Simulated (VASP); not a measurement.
ZnGaC4N4, 10 atoms in the cell. Symmetry: P-43m, No. 215, cubic system. Conventional cell: a = 5.889 Å, b = 5.889 Å, c = 5.889 Å, α = 90.00°, β = 90.00°, γ = 90.00°. Within 2.6 Å of Zn (site symmetry -43m) lie 4 N at 1.96 Å. Ga (site symmetry -43m) has 4 C at 1.97 Å within 2.6 Å. C (site symmetry 3m) has 1 N at 1.17 Å within 1.6 Å. Within 1.6 Å of N (site symmetry 3m) lie 1 C at 1.17 Å. 

- Program: VASP 6.6.1
- Task: single point
- Functional: PBE
- Potentials or basis: VASP PAW PBE potentials, release 64 (Zn, Ga_d, C, N)
- Cutoff: 520 eV
- k mesh: 4 × 4 × 4
- Occupations: gaussian, width 0.1 eV
- Spin: no spin polarisation
- Dipole correction: no
- Further INCAR settings: ALGO = Normal; EDIFF = 1e-06; NBANDS = 42

Potentials or basis: VASP PAW PBE potentials, release 64 (Zn, Ga_d, C, N).

Command:

```sh
$ cat potpaw_PBE.64/Zn/POTCAR potpaw_PBE.64/Ga_d/POTCAR potpaw_PBE.64/C/POTCAR potpaw_PBE.64/N/POTCAR > POTCAR
$ mpirun -np 1 vasp_std > vasp.out
```

Hardware: 1 thread of Oxide Virtual Turin-like Processor, with other jobs on the host.

Estimate the wall time of this run.

Wall time 110 s on 1 thread of Oxide Virtual Turin-like Processor (shared host), peak memory 0.33 GiB. Counts: scf iterations 16, k points 10.
